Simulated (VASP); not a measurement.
The system is CdTe.

```
Cd Te
1.0
     8.07474    0.00000    0.00000
     0.00000    8.07474    0.00000
     0.00000    0.00000    4.69323
Cd Te
4 4
Direct
  0.67574 0.67574 0.00000
  0.17574 0.82426 0.50000
  0.82426 0.17574 0.50000
  0.32426 0.32426 0.00000
  0.81662 0.81662 0.50000
  0.18338 0.18338 0.50000
  0.68338 0.31662 0.00000
  0.31662 0.68338 0.00000
```

Base run:

```yaml
Program: VASP 6.6.1
Functional: PBE
Potentials_or_basis: VASP PAW PBE potentials, release 64 (Cd, Te)
Cutoff: 520 eV
k_mesh: 4 × 4 × 6
Occupations: gaussian, width 0.02 eV
Spin: no spin polarisation
```

Its results: band gap on the k mesh 0.70 eV, direct; pressure 0.1 GPa; largest force 0.009 eV/Å.

Task: The run is repeated on the same cell with these changes: functional from PBE to PBEsol. What comes out?

Result: Band gap on the k mesh 0.61 eV, direct; pressure -1.9 GPa; largest force 0.038 eV/Å.

PBEsol binds more tightly than PBE, so the same cell stands under less pressure.

Caveats: spin-orbit coupling is left out, which moves the levels of the heavy elements; the PAW data sets were made with another functional, which shifts forces and pressure a little (some runs).

